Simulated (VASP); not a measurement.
# CuNi2O3 (P-3m1) in VASP: relaxation of cell and atoms with PBE

Aim: the relaxation of cell and atoms of CuNi2O3 with PBE.

Everything below comes from runs of VASP 6.6.1. Logs are shortened: lines on timing, memory, paths and dates and some standing lists are left out, and cuts for length are marked.

## Step 1: The cell of the first run

Symmetry: P-3m1, No. 164, trigonal system. The conventional cell has a = 2.977 Å, b = 2.977 Å, c = 7.348 Å, α = 90.00°, β = 90.00°, γ = 120.00°. Cu (site symmetry -3m) has 6 O at 2.17 Å and 6 Cu at 2.98 Å and 6 Ni at 2.99 Å within 3.0 Å. Ni (site symmetry 3m) has 6 O at 2.05 to 2.11 Å within 2.7 Å. Within 3.0 Å of O (site symmetry -3m) lie 6 Ni at 2.11 Å and 12 O at 2.91 to 2.98 Å. O (site symmetry 3m) has 3 Ni at 2.05 Å and 3 Cu at 2.17 Å within 2.7 Å.

The cell was generated, and may not be a known phase.

## Step 2: Relaxation of cell and atoms, PBE, collinear spin

INCAR

```
PREC     = Accurate       # precision mode
ENCUT    = 600            # plane-wave cutoff, eV
EDIFF    = 1E-6           # SCF threshold, eV
ISMEAR   = 0              # smearing method
SIGMA    = 0.1            # smearing width, eV
LREAL    = False          # projectors in reciprocal space
LASPH    = True           # aspherical terms in the spheres
NELM     = 150            # most SCF steps
ALGO     = Fast           # electronic algorithm
ISIF     = 3              # what is computed and relaxed
LWAVE    = False          # write WAVECAR
LCHARG   = False          # write CHGCAR
ISPIN    = 2              # spin polarisation
MAGMOM   = -0.25 1.46 1.46 0.23 0.12 0.12 # initial moments
LORBIT   = 11             # projections on sites
LMAXMIX  = 4              # l up to which the mixer works
GGA      = PE             # functional
IBRION   = 2              # ionic algorithm
NSW      = 100            # ionic steps
EDIFFG   = -0.01          # ionic threshold
KPAR     = 4
```

KPOINTS

```
regular mesh
0
Gamma
  12 12 4
```

POSCAR

```
CuNi2O3
1.0
    2.9765659000      0.0000000000      0.0000000000
   -1.4882829500      2.5777816855      0.0000000000
    0.0000000000      0.0000000000      7.3481436784
Cu Ni O
1 2 3
Direct
    0.0000000000      0.0000000000      0.0000000000
    0.3333333333      0.6666666667      0.6666197304
    0.6666666667      0.3333333333      0.3333802696
    0.0000000000      0.0000000000      0.5000000000
    0.3333333333      0.6666666667      0.1805680211
    0.6666666667      0.3333333333      0.8194319789
```

Potentials or basis: VASP PAW PBE potentials, release 64 (Cu, Ni, O).

On the command line:

```
$ cat potpaw_PBE.64/Cu/POTCAR potpaw_PBE.64/Ni/POTCAR potpaw_PBE.64/O/POTCAR > POTCAR
$ mpirun -np 4 vasp_std > vasp.out
```

OUTCAR:

```text
PREC = Accurate
   ENCUT = 600
   EDIFF = 1E-6
   ISMEAR = 0
   LREAL = False
   LASPH = True
   NELM = 150
   ISIF = 3
   ISPIN = 2
   LORBIT = 11
   GGA = PE
   IBRION = 2
   NSW = 100
   EDIFFG = -0.01

 ion  position               nearest neighbor table
   1  0.000  0.000  0.000-   5 2.17   6 2.17   6 2.17   5 2.17   6 2.17   5 2.17
   2  0.333  0.667  0.667-   6 2.05   6 2.05   6 2.05   4 2.11   4 2.11   4 2.11   3 2.99   3 2.99
                             3 2.99
   3  0.667  0.333  0.333-   5 2.05   5 2.05   5 2.05   4 2.11   4 2.11   4 2.11   2 2.99   2 2.99
                             2 2.99
   4  0.000  0.000  0.500-   2 2.11   3 2.11   3 2.11   2 2.11   3 2.11   2 2.11
   5  0.333  0.667  0.181-   3 2.05   3 2.05   3 2.05   1 2.17   1 2.17   1 2.17
   6  0.667  0.333  0.819-   2 2.05   2 2.05   2 2.05   1 2.17   1 2.17   1 2.17

  LATTYP: Found a hexagonal cell.
 ALAT       =     2.9765659000
 C/A-ratio  =     2.4686648726

  Lattice vectors:

 A1 = (   2.9765659000,   0.0000000000,   0.0000000000)
 A2 = (  -1.4882829500,   2.5777816855,   0.0000000000)
 A3 = (   0.0000000000,   0.0000000000,   7.3481436784)

Analysis of symmetry for initial positions (statically):
=====================================================================
 Subroutine PRICEL returns:
 Original cell was already a primitive cell.

 Routine SETGRP: Setting up the symmetry group for a
 hexagonal supercell.

 Subroutine GETGRP returns: Found 12 space group operations
 (whereof 12 operations were pure point group operations)
 out of a pool of 24 trial point group operations.

The static configuration has the point symmetry D_3d.

Analysis of symmetry for dynamics (positions and initial velocities):
=====================================================================
 Subroutine PRICEL returns:
 Original cell was already a primitive cell.

 Routine SETGRP: Setting up the symmetry group for a
 hexagonal supercell.

 Subroutine GETGRP returns: Found 12 space group operations
 (whereof 12 operations were pure point group operations)
 out of a pool of 24 trial point group operations.

The dynamic configuration has the point symmetry D_3d.

Analysis of structural, dynamic, and magnetic symmetry:
=====================================================================
 Subroutine PRICEL returns:
 Original cell was already a primitive cell.

 Routine SETGRP: Setting up the symmetry group for a
 hexagonal supercell.

 Subroutine GETGRP returns: Found 12 space group operations
 (whereof 12 operations were pure point group operations)
 out of a pool of 24 trial point group operations.

The overall configuration has the point symmetry D_3d.

 Subroutine INISYM returns: Found 12 space group operations
 (whereof 12 operations are pure point group operations),
 and found     1 'primitive' translations

----------------------------------------------------------------------------------------

                                     Primitive cell

  volume of cell :      56.3818

  direct lattice vectors                    reciprocal lattice vectors
     2.976565900  0.000000000  0.000000000     0.335957621  0.193965223  0.000000000
    -1.488282950  2.577781686  0.000000000     0.000000000  0.387930446  0.000000000
     0.000000000  0.000000000  7.348143678     0.000000000  0.000000000  0.136088792

  length of vectors
     2.976565900  2.976565900  7.348143678     0.387930446  0.387930446  0.136088792

  position of ions in fractional coordinates (direct lattice)
     0.000000000  0.000000000  0.000000000
     0.333333333  0.666666667  0.666619730
     0.666666667  0.333333333  0.333380270
     0.000000000  0.000000000  0.500000000
     0.333333333  0.666666667  0.180568021
     0.666666667  0.333333333  0.819431979

  ion indices of the primitive-cell ions
   primitive index   ion index
                 1           1
                 2           2
                 3           3
                 4           4
                 5           5
                 6           6

----------------------------------------------------------------------------------------

 KPOINTS: regular mesh

Automatic generation of k-mesh.
 Grid dimensions read from file:
 generate k-points for:   12   12    4

 Generating k-lattice:

  Cartesian coordinates                     Fractional coordinates (reciprocal lattice)
     0.027996468  0.016163769  0.000000000     0.083333333  0.000000000  0.000000000
     0.000000000  0.032327537  0.000000000     0.000000000  0.083333333  0.000000000
     0.000000000  0.000000000  0.034022198     0.000000000  0.000000000  0.250000000

  Length of vectors
     0.032327537  0.032327537  0.034022198

  Shift w.r.t. Gamma in fractional coordinates (k-lattice)
     0.000000000  0.000000000  0.000000000

 Subroutine IBZKPT returns following result:
 ===========================================

 Found     69 irreducible k-points:

 Following reciprocal coordinates:
            Coordinates               Weight
  0.000000  0.000000  0.000000      1.000000
  0.083333  0.000000  0.000000      6.000000
  0.166667  0.000000  0.000000      6.000000
  0.250000  0.000000  0.000000      6.000000
  0.333333  0.000000  0.000000      6.000000
  0.416667  0.000000  0.000000      6.000000
[... 16 lines left out ...]
  0.166667  0.000000  0.250000      6.000000
  0.000000  0.166667  0.250000      6.000000
 [... further k-points ...]
   k-points           NKPTS =     69   k-points in BZ     NKDIM =     69   number of bands    NBANDS=     31
   number of dos      NEDOS =    301   number of ions     NIONS =      6
   total plane-waves  NPLWV =  34560
   dimension x,y,z NGX =    24 NGY =   24 NGZ =   60
   dimension x,y,z NGXF=    48 NGYF=   48 NGZF=  120
   ions per type =               1   2   3
   NGX,Y,Z   is equivalent  to a cutoff of  13.40, 13.40, 13.57 a.u.
   NGXF,Y,Z  is equivalent  to a cutoff of  26.81, 26.81, 27.15 a.u.
 SYSTEM =  unknown system
   PREC   = accura    normal or accurate (medium, high low for compatibility)
   ISTART =      0    job   : 0-new  1-cont  2-samecut
   ICHARG =      2    charge: 1-file 2-atom 10-const
   ISPIN  =      2    spin polarized calculation?
   LNONCOLLINEAR =      F non collinear calculations
   LSORBIT =      F    spin-orbit coupling
   LASPH  =      T    aspherical Exc in radial PAW
   ENCUT  =  600.0 eV  44.10 Ry    6.64 a.u.   5.94  5.94 14.68*2*pi/ulx,y,z
   NELM   =    150;   NELMIN=  2; NELMDL= -5     # of ELM steps
   EDIFF  = 0.1E-05   stopping-criterion for ELM
   LREAL  =      F    real-space projection
   EDIFFG = -.1E-01   stopping-criterion for IOM
   NSW    =    100    number of steps for IOM
   IBRION =      2    ionic relax: 0-MD 1-quasi-New 2-CG
   NFREE  =      1    steps in history (QN), initial steepest desc. (CG)
   ISIF   =      3    stress and relaxation
   ISYM   =      2    0-nonsym 1-usesym 2-fastsym
   POTIM  = 0.5000    time-step for ionic-motion
   TEBEG  =    0.0;   TEEND  =   0.0 temperature during run
   PSTRESS=    0.0 pullay stress
   NELECT =      49.0000    total number of electrons
   NUPDOWN=      -1.0000    fix difference up-down
   EMIN   =  10.00;   EMAX   =-10.00  energy-range for DOS
   EFERMI =   0.00;   METHOD = LEGACY
   ISMEAR =     0;   SIGMA  =   0.10  broadening in eV -4-tet -1-fermi 0-gaus
   EFERMI_NEDOS =   21; number of points for ismear=-14 and -15
   IALGO  =     68    algorithm
   IMIX   =      4    mixing-type and parameters
     AMIX     =   0.40;   BMIX     =  1.00
     AMIX_MAG =   1.60;   BMIX_MAG =  1.00
  volume/ion in A,a.u.               =       9.40        63.41
  Fermi-wavevector in a.u.,A,eV,Ry     =   1.562286  2.952292 33.208234  2.440736
  Thomas-Fermi vector in A             =   2.665226
   LORBIT       =     11    0 simple, 1 ext, 2 COOP (PROOUT), +10 PAW based schemes
   GGA     = PE    functional components
   LHFCALC =     F    Hartree Fock is set to
   AEXX    =    0.0000 exact exchange contribution
   IVDW    =     0    specifies the selected vdW correction
   LEPSILON=     F    determine dielectric tensor
   LRPA    =     F    only Hartree local field effects (RPA)
 conjugate gradient relaxation of ions
 spin polarized calculation
 RMM-DIIS sequential band-by-band and
 Gauss-broadening in eV      SIGMA  =   0.10
  energy-cutoff  :      600.00
  volume of cell :       56.38
 maximum number of plane-waves:      1914
   NGX = 11   NGY = 11   NGZ = 29

--------------------------------------- Ionic step        1  -------------------------------------------

 number of electron      49.0000031 magnetization       2.9888295

 Free energy of the ion-electron system (eV)
  ---------------------------------------------------
  ext. energy  EPLUGINS =         0.00000000
  ---------------------------------------------------
  free energy    TOTEN  =       -32.82120600 eV

  energy without entropy =      -32.80883886  energy(sigma->0) =      -32.81502243

------------------------ aborting loop because EDIFF is reached ----------------------------------------

  FORCE on cell =-STRESS in cart. coord.  units (eV):
  Direction    XX          YY          ZZ          XY          YZ          ZX
  --------------------------------------------------------------------------------------
  -------------------------------------------------------------------------------------
  Total       -0.2500378     -0.2500378     -0.0962176      0.0000000      0.0000000      0.0000000
  in kB       -7.1052098     -7.1052098     -2.7341732      0.0000000      0.0000000      0.0000000
  external PRESSURE =      -5.6481976 kB  Pullay stress =       0.0000000 kB
[... 185 lines left out ...]
  energy  without entropy=      -32.8101733765  energy(sigma->0) =      -32.81631397

--------------------------------------- Ionic step        6  -------------------------------------------

 number of electron      49.0000016 magnetization       2.9895101

 Free energy of the ion-electron system (eV)
  ---------------------------------------------------
  ext. energy  EPLUGINS =         0.00000000
  ---------------------------------------------------
  free energy    TOTEN  =       -32.82258982 eV

  energy without entropy =      -32.81026137  energy(sigma->0) =      -32.81642559

 E-fermi :   7.1470     XC(G=0): -12.4956

 val. band max:        7.1432312791   @ k =   0.4167   0.0833   0.0000
 cond. band min:       7.1604656502   @ k =  -0.1667   0.4167   0.2500
 fundamental gap:      0.0172343711
 Fermi energy:         7.1469970736

 spin component 1

 k-point     1 :       0.0000    0.0000    0.0000
  band No.  band energies     occupation
      1     -12.9094      1.00000
      2     -12.0790      1.00000
      3     -11.8309      1.00000
      4       0.1363      1.00000
      5       0.2239      1.00000
      6       1.6638      1.00000
[... 805 lines left out ...]
     30      13.9461      0.00000
     31      16.6780      0.00000

 [... further k-points ...]

 spin component 2

 k-point     1 :       0.0000    0.0000    0.0000
  band No.  band energies     occupation
      1     -12.6606      1.00000
      2     -11.8652      1.00000
      3     -11.5398      1.00000
      4       0.3880      1.00000
      5       0.4016      1.00000
      6       2.6287      1.00000
[... 840 lines left out ...]
  FREE ENERGIE OF THE ION-ELECTRON SYSTEM (eV)
  ---------------------------------------------------
  free  energy   TOTEN  =       -32.8225898197 eV

  energy  without entropy=      -32.8102613680  energy(sigma->0) =      -32.81642559

 reached required accuracy - stopping structural energy minimisation

 total charge

# of ion       s       p       d       tot
------------------------------------------
    1        0.271   0.266   9.234   9.771
    2        0.345   0.422   8.226   8.993
    3        0.345   0.422   8.226   8.993
    4        1.557   3.408   0.000   4.964
    5        1.566   3.377   0.000   4.943
    6        1.566   3.377   0.000   4.943
--------------------------------------------------
tot          5.650  11.272  25.686  42.608

 magnetization (x)

# of ion       s       p       d       tot
------------------------------------------
    1        0.015   0.013  -0.199  -0.170
    2        0.005   0.009   1.301   1.315
    3        0.005   0.009   1.301   1.315
    4        0.024   0.165   0.000   0.189
    5        0.013   0.105   0.000   0.118
    6        0.013   0.105   0.000   0.118
--------------------------------------------------
tot          0.076   0.405   2.404   2.885
```

Wall time 8.5 min (4 MPI ranks of Oxide Virtual Turin-like, shared host); peak memory 0.35 GiB.

What came out:

* Free energy: -32.8226 eV
* Relaxed volume: 9.38 Å³/atom
* Relaxed cell: a = 2.969 Å, b = 2.969 Å, c = 7.371 Å, α = 90.00°, β = 90.00°, γ = 120.00°
* Space group after relaxing (to 0.1 Å): P-3m1 (No. 164)
* Energy gained by relaxing: 0.2 meV/atom
* Ionic steps: 6
* Pressure after relaxing: -0.1 GPa
* Largest force after relaxing: 0.005 eV/Å
* Band gap on the k mesh: zero (filled and empty bands overlap)
* Net moment: 2.99 μB per cell
* Site moments: Cu -0.17; Ni +1.31; O +0.19, +0.12 (each value once) μB
* Valence electrons inside the program's atomic spheres: Cu 9.77; Ni 8.99; O 4.96, 4.94 (each value once)

Forces on the atoms (eV/Å):
```
Cu   0.000  0.000  0.000
Ni   0.000  0.000 -0.005
Ni   0.000  0.000  0.005
O    0.000  0.000  0.000
O    0.000  0.000 -0.001
O    0.000  0.000  0.001
```

The path:
| step | energy change (eV) | largest force (eV/Å) | pressure (GPa) | volume (Å³) |
| --- | --- | --- | --- | --- |
| 1 | 0.0000 | 0.0746 | -0.56 | 56.38 |
| 2 | -0.0008 | 0.0342 | 0.32 | 56.11 |
| 3 | -0.0008 | 0.0374 | 0.25 | 56.14 |
| 4 | -0.0011 | 0.0212 | 0.13 | 56.18 |
| 5 | -0.0012 | 0.0431 | -0.04 | 56.25 |
| 6 | -0.0014 | 0.0051 | -0.13 | 56.25 |

Final structure:
```
Cu Ni O
1.0
     2.96863    0.00000    0.00000
    -1.48431    2.57091    0.00000
     0.00000    0.00000    7.37068
Cu Ni O
1 2 3
Direct
  0.00000 0.00000 0.00000
  0.33333 0.66667 0.66659
  0.66667 0.33333 0.33341
  0.00000 0.00000 0.50000
  0.33333 0.66667 0.18210
  0.66667 0.33333 0.81790
```

Caveat: semilocal functionals often make such compounds metallic where correlation or magnetic order opens a gap, which also shifts bond lengths. With open d or f shells a metallic result of PBE can be an artefact of self-interaction; +U or a hybrid may open a gap.
